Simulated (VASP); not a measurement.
# Au (P4/mmm) in VASP: a series of runs

The runs below take Au through single point, relaxation of cell and atoms, with PBE.

All numbers are computed with VASP 6.6.1; they aren't measurements. Logs are shortened: lines on timing, memory, paths and dates and some standing lists are left out, and cuts for length are marked.

## (1) The cell of the first run

The structure is tetragonal, space group P4/mmm (No. 123). The conventional cell has a = 2.662 Å, b = 2.662 Å, c = 2.372 Å, α = 90.00°, β = 90.00°, γ = 90.00°. Au (site symmetry 4/mmm) has 6 Au at 2.37 to 2.66 Å within 3.1 Å.

## (2) Single point, PBE

Contents of INCAR:

```
SYSTEM = Au
ALGO = Normal ; EDIFF = 1E-7
ENCUT = 520 ; GGA = PE
ISIF = 2 ; ISMEAR = 0
LASPH = .True. ; LCHARG = .False.
LREAL = .False. ; LWAVE = .False.
NBANDS = 12 ; NELM = 80
PREC = Accurate ; SIGMA = 0.1
```

Contents of KPOINTS:

```
k-points
0
Gamma
  6 6 8
  0 0 0
```

Contents of POSCAR:

```
Au
1.0
    2.6620712700      0.0000000000      0.0000000000
    0.0000000000      2.6620712700      0.0000000000
    0.0000000000      0.0000000000      2.3724807900
Au
1
Direct
    0.5000000000      0.5000000000      0.5000000000
```

Potentials or basis: VASP PAW PBE potentials, release 64 (Au).

The run is started by

```bash
$ cat potpaw_PBE.64/Au/POTCAR > POTCAR
$ mpirun -np 1 vasp_std > vasp.out
```

OUTCAR:

```text
SYSTEM = Au
   EDIFF = 1E-7
   ENCUT = 520
   GGA = PE
   ISIF = 2
   ISMEAR = 0
   LASPH = .True.
   LREAL = .False.
   NELM = 80
   PREC = Accurate

 ion  position               nearest neighbor table
   1  0.500  0.500  0.500-

  LATTYP: Found a simple tetragonal cell.
 ALAT       =     2.6620712700
 C/A-ratio  =     0.8912161056

  Lattice vectors:

 A1 = (   2.6620712700,   0.0000000000,   0.0000000000)
 A2 = (   0.0000000000,   2.6620712700,   0.0000000000)
 A3 = (   0.0000000000,   0.0000000000,   2.3724807900)

Analysis of symmetry for initial positions (statically):
=====================================================================
 Subroutine PRICEL returns:
 Original cell was already a primitive cell.

 Routine SETGRP: Setting up the symmetry group for a
 simple tetragonal supercell.

 Subroutine GETGRP returns: Found 16 space group operations
 (whereof 16 operations were pure point group operations)
 out of a pool of 16 trial point group operations.

The static configuration has the point symmetry D_4h.

Analysis of symmetry for dynamics (positions and initial velocities):
=====================================================================
 Subroutine PRICEL returns:
 Original cell was already a primitive cell.

 Routine SETGRP: Setting up the symmetry group for a
 simple tetragonal supercell.

 Subroutine GETGRP returns: Found 16 space group operations
 (whereof 16 operations were pure point group operations)
 out of a pool of 16 trial point group operations.

The dynamic configuration has the point symmetry D_4h.

 Subroutine INISYM returns: Found 16 space group operations
 (whereof 16 operations are pure point group operations),
 and found     1 'primitive' translations

----------------------------------------------------------------------------------------

                                     Primitive cell

  volume of cell :      16.8129

  direct lattice vectors                    reciprocal lattice vectors
     2.662071270  0.000000000  0.000000000     0.375647343  0.000000000  0.000000000
     0.000000000  2.662071270  0.000000000     0.000000000  0.375647343  0.000000000
     0.000000000  0.000000000  2.372480790     0.000000000  0.000000000  0.421499725

  length of vectors
     2.662071270  2.662071270  2.372480790     0.375647343  0.375647343  0.421499725

  position of ions in fractional coordinates (direct lattice)
     0.500000000  0.500000000  0.500000000

  ion indices of the primitive-cell ions
   primitive index   ion index
                 1           1

----------------------------------------------------------------------------------------

 KPOINTS: k-points

Automatic generation of k-mesh.
 Grid dimensions read from file:
 generate k-points for:    6    6    8

 Generating k-lattice:

  Cartesian coordinates                     Fractional coordinates (reciprocal lattice)
     0.062607891  0.000000000  0.000000000     0.166666667  0.000000000  0.000000000
     0.000000000  0.062607891  0.000000000     0.000000000  0.166666667  0.000000000
     0.000000000  0.000000000  0.052687466     0.000000000  0.000000000  0.125000000

  Length of vectors
     0.062607891  0.062607891  0.052687466

  Shift w.r.t. Gamma in fractional coordinates (k-lattice)
     0.000000000  0.000000000  0.000000000

 Subroutine IBZKPT returns following result:
 ===========================================

 Found     50 irreducible k-points:

 Following reciprocal coordinates:
            Coordinates               Weight
  0.000000  0.000000  0.000000      1.000000
  0.166667  0.000000  0.000000      4.000000
  0.333333  0.000000  0.000000      4.000000
  0.500000  0.000000  0.000000      2.000000
  0.166667  0.166667  0.000000      4.000000
  0.333333  0.166667  0.000000      8.000000
[... 16 lines left out ...]
  0.333333  0.000000  0.250000      8.000000
  0.500000  0.000000  0.250000      4.000000
 [... further k-points ...]
   k-points           NKPTS =     50   k-points in BZ     NKDIM =     50   number of bands    NBANDS=     12
   number of dos      NEDOS =    301   number of ions     NIONS =      1
   total plane-waves  NPLWV =   7200
   dimension x,y,z NGX =    20 NGY =   20 NGZ =   18
   dimension x,y,z NGXF=    40 NGYF=   40 NGZF=   36
   ions per type =               1
   NGX,Y,Z   is equivalent  to a cutoff of  12.49, 12.49, 12.61 a.u.
   NGXF,Y,Z  is equivalent  to a cutoff of  24.98, 24.98, 25.23 a.u.
 SYSTEM =  Au
   PREC   = accura    normal or accurate (medium, high low for compatibility)
   ISTART =      0    job   : 0-new  1-cont  2-samecut
   ICHARG =      2    charge: 1-file 2-atom 10-const
   ISPIN  =      1    spin polarized calculation?
   LNONCOLLINEAR =      F non collinear calculations
   LSORBIT =      F    spin-orbit coupling
   LASPH  =      T    aspherical Exc in radial PAW
   ENCUT  =  520.0 eV  38.22 Ry    6.18 a.u.   4.95  4.95  4.41*2*pi/ulx,y,z
   NELM   =     80;   NELMIN=  2; NELMDL= -5     # of ELM steps
   EDIFF  = 0.1E-06   stopping-criterion for ELM
   LREAL  =      F    real-space projection
   EDIFFG = 0.1E-05   stopping-criterion for IOM
   NSW    =      0    number of steps for IOM
   IBRION =     -1    ionic relax: 0-MD 1-quasi-New 2-CG
   NFREE  =      0    steps in history (QN), initial steepest desc. (CG)
   ISIF   =      2    stress and relaxation
   ISYM   =      2    0-nonsym 1-usesym 2-fastsym
   POTIM  = 0.5000    time-step for ionic-motion
   TEBEG  =    0.0;   TEEND  =   0.0 temperature during run
   PSTRESS=    0.0 pullay stress
   NELECT =      11.0000    total number of electrons
   NUPDOWN=      -1.0000    fix difference up-down
   EMIN   =  10.00;   EMAX   =-10.00  energy-range for DOS
   EFERMI =   0.00;   METHOD = LEGACY
   ISMEAR =     0;   SIGMA  =   0.10  broadening in eV -4-tet -1-fermi 0-gaus
   EFERMI_NEDOS =   21; number of points for ismear=-14 and -15
   IALGO  =     38    algorithm
   IMIX   =      4    mixing-type and parameters
     AMIX     =   0.40;   BMIX     =  1.00
     AMIX_MAG =   1.60;   BMIX_MAG =  1.00
  volume/ion in A,a.u.               =      16.81       113.46
  Fermi-wavevector in a.u.,A,eV,Ry     =   1.421210  2.685698 27.481577  2.019839
  Thomas-Fermi vector in A             =   2.542044
   LORBIT       =      0    0 simple, 1 ext, 2 COOP (PROOUT), +10 PAW based schemes
   GGA     = PE    functional components
   LHFCALC =     F    Hartree Fock is set to
   AEXX    =    0.0000 exact exchange contribution
   IVDW    =     0    specifies the selected vdW correction
   LEPSILON=     F    determine dielectric tensor
   LRPA    =     F    only Hartree local field effects (RPA)
 non-spin polarized calculation
 Gauss-broadening in eV      SIGMA  =   0.10
  energy-cutoff  :      520.00
  volume of cell :       16.81
 maximum number of plane-waves:       460
 NGX is ok and might be reduce to    20
   NGX =  9   NGY =  9   NGZ =  9

 number of electron      11.0000001 magnetization

 Free energy of the ion-electron system (eV)
  ---------------------------------------------------
  ext. energy  EPLUGINS =         0.00000000
  ---------------------------------------------------
  free energy    TOTEN  =        -2.35846755 eV

  energy without entropy =       -2.35719515  energy(sigma->0) =       -2.35783135

 E-fermi :   9.5290     XC(G=0): -12.6461

 val. band max:        9.4294531928   @ k =   0.5000   0.0000   0.1250
 cond. band min:       9.5977800401   @ k =   0.3333   0.3333   0.2500
 fundamental gap:      0.1683268472
 Fermi energy:         9.5289569207

 k-point     1 :       0.0000    0.0000    0.0000
  band No.  band energies     occupation
      1      -0.4118      2.00000
      2       1.5191      2.00000
      3       2.4334      2.00000
      4       7.4387      2.00000
      5       8.3077      2.00000
      6       8.3077      2.00000
      7      22.7877      0.00000
      8      22.7877      0.00000
      9      28.0037      0.00000
     10      29.5484      0.00000
     11      32.0308      0.00000
     12      34.9590      0.00000

 k-point     2 :       0.1667    0.0000    0.0000
  band No.  band energies     occupation
      1       0.1001      2.00000
      2       1.8162      2.00000
      3       2.9960      2.00000
      4       6.9397      2.00000
      5       7.9269      2.00000
      6       8.3400      2.00000
      7      19.3091      0.00000
      8      23.9750      0.00000
      9      29.1263      0.00000
     10      29.3426      0.00000
     11      33.0049      0.00000
     12      34.9241      0.00000

 k-point     3 :       0.3333    0.0000    0.0000
  band No.  band energies     occupation
      1       0.8555      2.00000
      2       2.3431      2.00000
      3       5.2189      2.00000
      4       6.0713      2.00000
      5       7.2353      2.00000
      6       8.4053      2.00000
      7      14.5245      0.00000
      8      26.5718      0.00000
      9      26.7554      0.00000
     10      31.3285      0.00000
     11      31.6977      0.00000
     12      36.1731      0.00000
[... 286 lines left out ...]
 k-point    23 :       0.3333    0.0000    0.2500
  band No.  band energies     occupation
      1       2.8607      2.00000
      2       3.5829      2.00000
      3       4.7312      2.00000
      4       6.3379      2.00000
      5       6.5644      2.00000
      6       7.3346      2.00000
      7      16.6389      0.00000
      8      23.0587      0.00000
      9      28.0616      0.00000
     10      30.3118      0.00000
     11      30.8035      0.00000
     12      36.0478      0.00000

 k-point    24 :       0.5000    0.0000    0.2500
  band No.  band energies     occupation
      1       3.2039      2.00000
      2       3.3503      2.00000
      3       4.7829      2.00000
      4       6.0177      2.00000
      5       6.5843      2.00000
      6      11.3874      0.00000
      7      11.7855      0.00000
      8      25.5946      0.00000
      9      26.4669      0.00000
     10      27.9145      0.00000
     11      33.2858      0.00000
     12      33.4071      0.00000

 [... further k-points ...]
[... 5 lines left out ...]
  --------------------------------------------------------------------------------------
  -------------------------------------------------------------------------------------
  Total        1.8126223      1.8126223     11.2846274      0.0000000      0.0000000      0.0000000
  in kB      172.7332064    172.7332064   1075.3646206      0.0000000      0.0000000      0.0000000
  external PRESSURE =     473.6103444 kB  Pullay stress =       0.0000000 kB

 VOLUME and BASIS-vectors are now :
 -----------------------------------------------------------------------------
  energy-cutoff  :      520.00
  volume of cell :       16.81
      direct lattice vectors                 reciprocal lattice vectors
     2.662071270  0.000000000  0.000000000     0.375647343  0.000000000  0.000000000
     0.000000000  2.662071270  0.000000000     0.000000000  0.375647343  0.000000000
     0.000000000  0.000000000  2.372480790     0.000000000  0.000000000  0.421499725

 POSITION                                       TOTAL-FORCE (eV/Angst)
 -----------------------------------------------------------------------------------
      1.33104      1.33104      1.18624         0.000000      0.000000      0.000000
 -----------------------------------------------------------------------------------
    total drift:                               -0.000000      0.000000      0.000000

  FREE ENERGIE OF THE ION-ELECTRON SYSTEM (eV)
  ---------------------------------------------------
  free  energy   TOTEN  =        -2.3584675547 eV

  energy  without entropy=       -2.3571951501  energy(sigma->0) =       -2.35783135
```

Wall time 3.5 s (1 thread of Intel Xeon 6975P-C (Granite Rapids), shared host); peak memory 0.12 GiB.

Results:

```yaml
Free_energy: -2.3585 eV
Pressure: 47.4 GPa
```

Caveat: the k points lie up to 0.39 Å⁻¹ apart; spin-orbit coupling is left out, which moves the levels of the heavy elements.

(Continued in part 2 of 2.)
